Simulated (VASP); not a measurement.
A run of VASP 6.6.1:

INCAR

```
  PREC = Accurate
  ENCUT = 620
  EDIFF = 1E-6
  ISMEAR = 0
  SIGMA = 0.01
  LREAL = F
  LASPH = T
  NELM = 120
  ALGO = Normal
  ISIF = 2
  LWAVE = F
  LCHARG = T
  GGA = PE
  LELF = T
  LVHAR = T
  NBANDS = 55
  GGA_COMPAT = F
```

KPOINTS

```
regular mesh
0
Gamma
  8 8 8
```

Contents of POSCAR:

```
ZrRh2
1.0
    5.1742434893      0.0000000000      0.0000000000
    0.0000000000      5.1742434893      0.0000000000
    0.0000000000      0.0000000000      4.7281808810
Zr Rh
2 4
Direct
    0.0000000000      0.0000000000      0.0000000000
    0.5000000000      0.5000000000      0.5000000000
    0.3213828550      0.3213828550      0.0000000000
    0.1786171450      0.8213828550      0.5000000000
    0.6786171450      0.6786171450      0.0000000000
    0.8213828550      0.1786171450      0.5000000000
```

Potentials or basis: VASP PAW PBE potentials, release 64 (Zr_sv, Rh_sv_GW).

Launch:

```console
$ cat potpaw_PBE.64/Zr_sv/POTCAR potpaw_PBE.64/Rh_sv_GW/POTCAR > POTCAR
$ mpirun -np 1 vasp_std > vasp.out
```

Hardware: 1 thread of Intel(R) Xeon(R) Platinum 8488C (Sapphire Rapids), on a shared host.

Question: How long does it take, and how much memory?

Answer: Run time: 13 min on 1 thread of Intel(R) Xeon(R) Platinum 8488C (Sapphire Rapids) (shared host), peak memory 0.66 GiB. Counts: scf iterations 14, k points 75.
